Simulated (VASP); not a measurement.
# BeS (F-43m) in VASP: a series of runs

BeS is run at these levels: PBE; tasks: relaxation of cell and atoms, single point.

Everything below comes from runs of VASP 6.6.1. Logs are shortened: lines on timing, memory, paths and dates and some standing lists are left out, and cuts for length are marked.

## Step 1: The cell of the first run

The structure is cubic, space group F-43m (No. 216). Conventional cell: a = 4.876 Å, b = 4.876 Å, c = 4.876 Å, α = 90.00°, β = 90.00°, γ = 90.00°. Be (site symmetry -43m) has 4 S at 2.11 Å within 2.8 Å. S (site symmetry -43m) has 4 Be at 2.11 Å within 2.8 Å.

## Step 2: Relaxation of cell and atoms, PBE, target pressure 12 GPa, at which the enthalpy is minimised

File INCAR:

```
PREC = Accurate ; ENCUT = 600
EDIFF = 1E-6 ; ISMEAR = 0
SIGMA = 0.01 ; LREAL = False
LASPH = True ; NELM = 60
ALGO = Normal ; ISIF = 3
LWAVE = False ; LCHARG = False
GGA = PE ; IBRION = 2
NSW = 80 ; EDIFFG = -0.001
PSTRESS = 120.0
```

File KPOINTS:

```
Automatic mesh
0
Gamma
  8 8 8
```

File POSCAR:

```
BeS
1.0
    0.0000000000      2.4380063351      2.4380063351
    2.4380063351      0.0000000000      2.4380063351
    2.4380063351      2.4380063351      0.0000000000
Be S
1 1
Direct
    0.0000000000      0.0000000000      0.0000000000
    0.7500000000      0.7500000000      0.7500000000
```

Potentials or basis: VASP PAW PBE potentials, release 64 (Be, S).

Command:

```console
cat potpaw_PBE.64/Be/POTCAR potpaw_PBE.64/S/POTCAR > POTCAR
mpirun -np 1 vasp_std > vasp.out
```

OUTCAR:

```text
PREC = Accurate
   ENCUT = 600
   EDIFF = 1E-6
   ISMEAR = 0
   LREAL = False
   LASPH = True
   NELM = 60
   ISIF = 3
   GGA = PE
   IBRION = 2
   NSW = 80
   EDIFFG = -0.001
   PSTRESS = 120.0

 ion  position               nearest neighbor table
   1  0.000  0.000  0.000-   2 2.11   2 2.11   2 2.11   2 2.11
   2  0.750  0.750  0.750-   1 2.11   1 2.11   1 2.11   1 2.11

  LATTYP: Found a face centered cubic cell.
 ALAT       =     4.8760126702

  Lattice vectors:

 A1 = (   0.0000000000,   2.4380063351,   2.4380063351)
 A2 = (   2.4380063351,   0.0000000000,   2.4380063351)
 A3 = (   2.4380063351,   2.4380063351,   0.0000000000)

Analysis of symmetry for initial positions (statically):
=====================================================================
 Subroutine PRICEL returns:
 Original cell was already a primitive cell.

 Routine SETGRP: Setting up the symmetry group for a
 face centered cubic supercell.

 Subroutine GETGRP returns: Found 24 space group operations
 (whereof 24 operations were pure point group operations)
 out of a pool of 48 trial point group operations.

The static configuration has the point symmetry T_d .

Analysis of symmetry for dynamics (positions and initial velocities):
=====================================================================
 Subroutine PRICEL returns:
 Original cell was already a primitive cell.

 Routine SETGRP: Setting up the symmetry group for a
 face centered cubic supercell.

 Subroutine GETGRP returns: Found 24 space group operations
 (whereof 24 operations were pure point group operations)
 out of a pool of 48 trial point group operations.

The dynamic configuration has the point symmetry T_d .

 Subroutine INISYM returns: Found 24 space group operations
 (whereof 24 operations are pure point group operations),
 and found     1 'primitive' translations

----------------------------------------------------------------------------------------

                                     Primitive cell

  volume of cell :      28.9824

  direct lattice vectors                    reciprocal lattice vectors
     0.000000000  2.438006335  2.438006335    -0.205085603  0.205085603  0.205085603
     2.438006335  0.000000000  2.438006335     0.205085603 -0.205085603  0.205085603
     2.438006335  2.438006335  0.000000000     0.205085603  0.205085603 -0.205085603

  length of vectors
     3.447861624  3.447861624  3.447861624     0.355218685  0.355218685  0.355218685

  position of ions in fractional coordinates (direct lattice)
     0.000000000  0.000000000  0.000000000
     0.750000000  0.750000000  0.750000000

  ion indices of the primitive-cell ions
   primitive index   ion index
                 1           1
                 2           2

----------------------------------------------------------------------------------------

 KPOINTS: Automatic mesh

Automatic generation of k-mesh.
 Grid dimensions read from file:
 generate k-points for:    8    8    8

 Generating k-lattice:

  Cartesian coordinates                     Fractional coordinates (reciprocal lattice)
    -0.025635700  0.025635700  0.025635700     0.125000000  0.000000000  0.000000000
     0.025635700 -0.025635700  0.025635700     0.000000000  0.125000000  0.000000000
     0.025635700  0.025635700 -0.025635700     0.000000000  0.000000000  0.125000000

  Length of vectors
     0.044402336  0.044402336  0.044402336

  Shift w.r.t. Gamma in fractional coordinates (k-lattice)
     0.000000000  0.000000000  0.000000000

 Subroutine IBZKPT returns following result:
 ===========================================

 Found     29 irreducible k-points:

 Following reciprocal coordinates:
            Coordinates               Weight
  0.000000  0.000000  0.000000      1.000000
  0.125000  0.000000  0.000000      8.000000
  0.250000  0.000000  0.000000      8.000000
  0.375000  0.000000  0.000000      8.000000
  0.500000  0.000000  0.000000      4.000000
  0.125000  0.125000  0.000000      6.000000
[... 16 lines left out ...]
  0.500000  0.250000  0.125000     48.000000
 -0.375000  0.250000  0.125000     24.000000
 [... further k-points ...]
   k-points           NKPTS =     29   k-points in BZ     NKDIM =     29   number of bands    NBANDS=      8
   number of dos      NEDOS =    301   number of ions     NIONS =      2
   total plane-waves  NPLWV =  21952
   dimension x,y,z NGX =    28 NGY =   28 NGZ =   28
   dimension x,y,z NGXF=    56 NGYF=   56 NGZF=   56
   ions per type =               1   1
   NGX,Y,Z   is equivalent  to a cutoff of  13.50, 13.50, 13.50 a.u.
   NGXF,Y,Z  is equivalent  to a cutoff of  27.00, 27.00, 27.00 a.u.
 SYSTEM =  unknown system
   PREC   = accura    normal or accurate (medium, high low for compatibility)
   ISTART =      0    job   : 0-new  1-cont  2-samecut
   ICHARG =      2    charge: 1-file 2-atom 10-const
   ISPIN  =      1    spin polarized calculation?
   LNONCOLLINEAR =      F non collinear calculations
   LSORBIT =      F    spin-orbit coupling
   LASPH  =      T    aspherical Exc in radial PAW
   ENCUT  =  600.0 eV  44.10 Ry    6.64 a.u.   6.89  6.89  6.89*2*pi/ulx,y,z
   NELM   =     60;   NELMIN=  2; NELMDL= -5     # of ELM steps
   EDIFF  = 0.1E-05   stopping-criterion for ELM
   LREAL  =      F    real-space projection
   EDIFFG = -.1E-02   stopping-criterion for IOM
   NSW    =     80    number of steps for IOM
   IBRION =      2    ionic relax: 0-MD 1-quasi-New 2-CG
   NFREE  =      1    steps in history (QN), initial steepest desc. (CG)
   ISIF   =      3    stress and relaxation
   ISYM   =      2    0-nonsym 1-usesym 2-fastsym
   POTIM  = 0.5000    time-step for ionic-motion
   TEBEG  =    0.0;   TEEND  =   0.0 temperature during run
   PSTRESS=  120.0 pullay stress
   NELECT =       8.0000    total number of electrons
   NUPDOWN=      -1.0000    fix difference up-down
   EMIN   =  10.00;   EMAX   =-10.00  energy-range for DOS
   EFERMI =   0.00;   METHOD = LEGACY
   ISMEAR =     0;   SIGMA  =   0.01  broadening in eV -4-tet -1-fermi 0-gaus
   EFERMI_NEDOS =   21; number of points for ismear=-14 and -15
   IALGO  =     38    algorithm
   IMIX   =      4    mixing-type and parameters
     AMIX     =   0.40;   BMIX     =  1.00
     AMIX_MAG =   1.60;   BMIX_MAG =  1.00
  volume/ion in A,a.u.               =      14.49        97.79
  Fermi-wavevector in a.u.,A,eV,Ry     =   1.065925  2.014306 15.458888  1.136196
  Thomas-Fermi vector in A             =   2.201493
   LORBIT       =      0    0 simple, 1 ext, 2 COOP (PROOUT), +10 PAW based schemes
   GGA     = PE    functional components
   LHFCALC =     F    Hartree Fock is set to
   AEXX    =    0.0000 exact exchange contribution
   IVDW    =     0    specifies the selected vdW correction
   LEPSILON=     F    determine dielectric tensor
   LRPA    =     F    only Hartree local field effects (RPA)
 conjugate gradient relaxation of ions
 non-spin polarized calculation
 Gauss-broadening in eV      SIGMA  =   0.01
  energy-cutoff  :      600.00
  volume of cell :       28.98
 maximum number of plane-waves:       982
   NGX = 13   NGY = 13   NGZ = 13

--------------------------------------- Ionic step        1  -------------------------------------------

 number of electron       7.9999999 magnetization

 Free energy of the ion-electron system (eV)
  ---------------------------------------------------
  ext. energy  EPLUGINS =         0.00000000
  ---------------------------------------------------
  free energy    TOTEN  =       -10.01354763 eV

  energy without entropy =      -10.01354763  energy(sigma->0) =      -10.01354763

 E-fermi :   4.1328     XC(G=0):  -9.6644

 val. band max:        4.0098756547   @ k =   0.0000   0.0000   0.0000
 cond. band min:       7.1562806501   @ k =   0.5000   0.5000   0.0000
 fundamental gap:      3.1464049954
 Fermi energy:         4.1328455838

 k-point     1 :       0.0000    0.0000    0.0000
  band No.  band energies     occupation
      1      -9.5757      2.00000
      2       4.0099      2.00000
      3       4.0099      2.00000
      4       4.0099      2.00000
      5       9.6858      0.00000
      6       9.6858      0.00000
      7       9.6858      0.00000
      8       9.7608      0.00000

 k-point     2 :       0.1250    0.0000    0.0000
  band No.  band energies     occupation
      1      -9.4021      2.00000
      2       2.8274      2.00000
      3       3.8157      2.00000
      4       3.8157      2.00000
      5       9.5785      0.00000
      6      10.0348      0.00000
      7      10.0348      0.00000
      8      11.0648      0.00000
[... 309 lines left out ...]
  FREE ENERGIE OF THE ION-ELECTRON SYSTEM (eV)
  ---------------------------------------------------
  free  energy   TOTEN  =        -9.7740064339 eV

  energy  without entropy=       -9.7740064339  energy(sigma->0) =       -9.77400643

  enthalpy is  TOTEN    =        -7.9253728754 eV   P V=        1.8486335585

--------------------------------------- Ionic step        3  -------------------------------------------

 number of electron       8.0000000 magnetization

 Free energy of the ion-electron system (eV)
  ---------------------------------------------------
  ext. energy  EPLUGINS =         0.00000000
  ---------------------------------------------------
  free energy    TOTEN  =        -9.91342749 eV

  energy without entropy =       -9.91342749  energy(sigma->0) =       -9.91342749

 E-fermi :   5.2569     XC(G=0): -10.1052

 val. band max:        5.1440043771   @ k =   0.0000   0.0000   0.0000
 cond. band min:       8.0349803840   @ k =   0.5000   0.5000   0.0000
 fundamental gap:      2.8909760069
 Fermi energy:         5.2569132474

 k-point     1 :       0.0000    0.0000    0.0000
  band No.  band energies     occupation
      1      -9.1841      2.00000
      2       5.1440      2.00000
      3       5.1440      2.00000
      4       5.1440      2.00000
      5      10.7574      0.00000
      6      10.7574      0.00000
      7      10.7574      0.00000
      8      11.8145      0.00000

 k-point     2 :       0.1250    0.0000    0.0000
  band No.  band energies     occupation
      1      -8.9849      2.00000
      2       3.8314      2.00000
      3       4.9133      2.00000
      4       4.9133      2.00000
      5      10.9062      0.00000
      6      11.1579      0.00000
      7      11.1579      0.00000
      8      12.9988      0.00000
[... 264 lines left out ...]
 POSITION                                       TOTAL-FORCE (eV/Angst)
 -----------------------------------------------------------------------------------
      0.00000      2.35386      2.35386        -0.000000     -0.000000     -0.000000
      3.53080      3.53080      3.53080         0.000000      0.000000      0.000000
 -----------------------------------------------------------------------------------
    total drift:                                0.000000      0.000000      0.000000

  FREE ENERGIE OF THE ION-ELECTRON SYSTEM (eV)
  ---------------------------------------------------
  free  energy   TOTEN  =        -9.9134274904 eV

  energy  without entropy=       -9.9134274904  energy(sigma->0) =       -9.91342749

  enthalpy is  TOTEN    =        -7.9597853071 eV   P V=        1.9536421833

 reached required accuracy - stopping structural energy minimisation
```

Run time: 17 s. Hardware: 1 thread of AMD EPYC 7R13 (Zen 3), shared host; peak memory 0.12 GiB.

Results:

* Free energy: -9.9134 eV
* Relaxed volume: 13.04 Å³/atom
* Relaxed cell: a = 3.329 Å, b = 3.329 Å, c = 3.329 Å, α = 60.00°, β = 60.00°, γ = 60.00°
* Space group after relaxing (to 0.05 Å): F-43m (No. 216)
* Energy change on relaxing (the enthalpy is what falls): +50.1 meV/atom
* Ionic steps: 3
* Pressure after relaxing: 12.0 GPa
* Band gap on the k mesh: 2.89 eV, indirect (least direct gap 5.61 eV)

The path:
```
step  energy change (eV)  largest force (eV/Å)  pressure (GPa)  volume (Å³)
   1              0.0000                0.0000            0.05        28.98
   2              0.2395                0.0000           20.22        24.68
   3              0.1001                0.0000           11.99        26.08
```

Final structure:
```
Be S
1.0
     0.00000    2.35386    2.35386
     2.35386    0.00000    2.35386
     2.35386    2.35386    0.00000
Be S
1 1
Direct
  0.00000 0.00000 0.00000
  0.75000 0.75000 0.75000
```

Levels at points of the mesh, in eV from the valence-band top:
```tsv
k point	band 1	band 2	band 3	band 4	band 5	band 6	band 7	band 8
(0.00, 0.00, 0.00)	-14.33	0.00	0.00	0.00	5.61	5.61	5.61	6.67
(0.50, 0.00, 0.00)	-12.46	-6.39	-1.16	-1.16	5.80	6.52	6.52	11.61
(0.50, 0.50, 0.00)	-11.83	-5.50	-2.97	-2.97	2.89	4.82	13.51	13.51
```

Caveat: the cell is relaxed towards a set pressure, so the enthalpy falls and the energy may rise. A k mesh can miss the band edges.

## Step 3: Single point, PBE (volume scaled by 0.94)

File INCAR:

```
ALGO = Normal
EDIFF = 1E-6
ENCUT = 520
GGA = PE
ISIF = 2
ISMEAR = 0
LASPH = True
LCHARG = True
LELF = True
LREAL = False
LVHAR = True
LWAVE = False
NBANDS = 11
NELM = 100
PREC = Accurate
SIGMA = 0.02
```

File KPOINTS:

```
k-points
0
Gamma
  8 8 8
```

File POSCAR:

```
BeS
1.0
    0.0000000000      2.3881515130      2.3881515130
    2.3881515130      0.0000000000      2.3881515130
    2.3881515130      2.3881515130      0.0000000000
Be S
1 1
Direct
    0.0000000000      0.0000000000      0.0000000000
    0.2500000000      0.2500000000      0.2500000000
```

Potentials or basis: VASP PAW PBE potentials, release 64 (Be, S).

Command:

```console
cat potpaw_PBE.64/Be/POTCAR potpaw_PBE.64/S/POTCAR > POTCAR
mpirun -np 1 vasp_std > vasp.out
```

It took 10 s on 1 thread of Intel Xeon 8259CL, shared host; peak memory 0.15 GiB.

The run converged. Its results:

| Property | Result |
| --- | --- |
| Free energy | -9.9792 eV |
| Pressure | 6.5 GPa |
| Band gap on the k mesh | 3.00 eV, indirect (least direct gap 5.65 eV) |

Levels at points of the mesh, in eV from the valence-band top:
| k point | band 1 | band 2 | band 3 | band 4 | band 5 | band 6 | band 7 | band 8 |
| --- | --- | --- | --- | --- | --- | --- | --- | --- |
| (0.00, 0.00, 0.00) | -14.01 | 0.00 | 0.00 | 0.00 | 5.65 | 5.65 | 5.65 | 6.28 |
| (0.50, 0.00, 0.00) | -12.27 | -6.09 | -1.10 | -1.10 | 5.65 | 6.55 | 6.55 | 11.42 |
| (0.50, 0.50, 0.00) | -11.68 | -5.26 | -2.80 | -2.80 | 3.00 | 4.87 | 13.16 | 13.16 |

Caveat: the cell differs from its parent crystal (volume scaled by 0.94). A k mesh can miss the band edges.

## Step 4: Single point, PBE (volume scaled by 0.91)

File INCAR:

```
SYSTEM = BeS
PREC = Accurate
ENCUT = 520
EDIFF = 1E-6
ISMEAR = 0
SIGMA = 0.02
LREAL = .FALSE.
LASPH = .TRUE.
NELM = 60
ALGO = Normal
ISIF = 2
LWAVE = .FALSE.
LCHARG = .FALSE.
GGA = PE
NBANDS = 11
```

File KPOINTS:

```
regular mesh
0
G
  8 8 8
  0 0 0
```

File POSCAR:

```
BeS
1.0
    0.0000000000      2.3624704741      2.3624704741
    2.3624704741      0.0000000000      2.3624704741
    2.3624704741      2.3624704741      0.0000000000
Be S
1 1
Direct
    0.0000000000      0.0000000000      0.0000000000
    0.2500000000      0.2500000000      0.2500000000
```

Command:

```console
cat potpaw_PBE.64/Be/POTCAR potpaw_PBE.64/S/POTCAR > POTCAR
mpirun -np 1 vasp_std > vasp.out
```

It took 11 s on 1 thread of Intel Xeon 8259CL, shared host; peak memory 0.15 GiB.

It converged, with:

```yaml
Free_energy: -9.9331 eV
Pressure: 10.5 GPa
Band_gap_on_the_k_mesh: 2.92 eV, indirect (least direct gap 5.62 eV)
```

Levels at points of the mesh, in eV from the valence-band top:
| k point | band 1 | band 2 | band 3 | band 4 | band 5 | band 6 | band 7 | band 8 | band 9 |
| --- | --- | --- | --- | --- | --- | --- | --- | --- | --- |
| (0.00, 0.00, 0.00) | -14.25 | 0.00 | 0.00 | 0.00 | 5.62 | 5.62 | 5.62 | 6.57 | 12.96 |
| (0.50, 0.00, 0.00) | -12.41 | -6.32 | -1.15 | -1.15 | 5.76 | 6.53 | 6.53 | 11.56 | 15.30 |
| (0.50, 0.50, 0.00) | -11.79 | -5.44 | -2.93 | -2.93 | 2.92 | 4.83 | 13.42 | 13.42 | 16.64 |

Caveat: the cell differs from its parent crystal (volume scaled by 0.91).

(Part 1 of 2 ends here.)
